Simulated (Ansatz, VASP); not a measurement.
# One calculation of PbO, two programs

```
Pb O
1.0
     4.05705    0.00000    0.00000
     0.00000    4.05705    0.00000
     0.00000    0.00000    5.59612
Pb O
2 2
Direct
  0.00000 0.50000 0.21262
  0.50000 0.00000 0.78738
  0.00000 0.00000 0.00000
  0.50000 0.50000 0.00000
```

Alike in both runs: functional PBE; k mesh 8 × 8 × 6; occupations gaussian, width 0.02 eV; no spin polarisation.

Ansatz relaxed the structure, and its values are those at the end. VASP's run is a single point on that final structure, the one shown.

|  | VASP | Ansatz |
| --- | --- | --- |
| version | VASP 6.6.1 | Ansatz 0.2.0 |
| potentials or method | VASP PAW PBE potentials, release 64 (Pb_d, O), cutoff 520 eV | scalar-relativistic, plane waves, PAW |
| valence electrons in the cell | 40 | 40 |

Ansatz gave:

| Item | Value |
| --- | --- |
| gap on the k mesh at the Fermi level (eV) | 1.81 |
| least direct gap on the mesh (eV) | 1.91 |
| pressure (GPa) | 0.0 |
| rms of the force components (eV/Å) | 0.000 |

Q: What did VASP give for the same quantities?

A: gap on the k mesh at the Fermi level (eV): 1.80; least direct gap on the mesh (eV): 1.90; pressure (GPa): 0.1; rms of the force components (eV/Å): 0.015.

The functional is the same, so the differences come from potentials, cutoffs and numerics.

Neither program's run includes spin-orbit coupling.
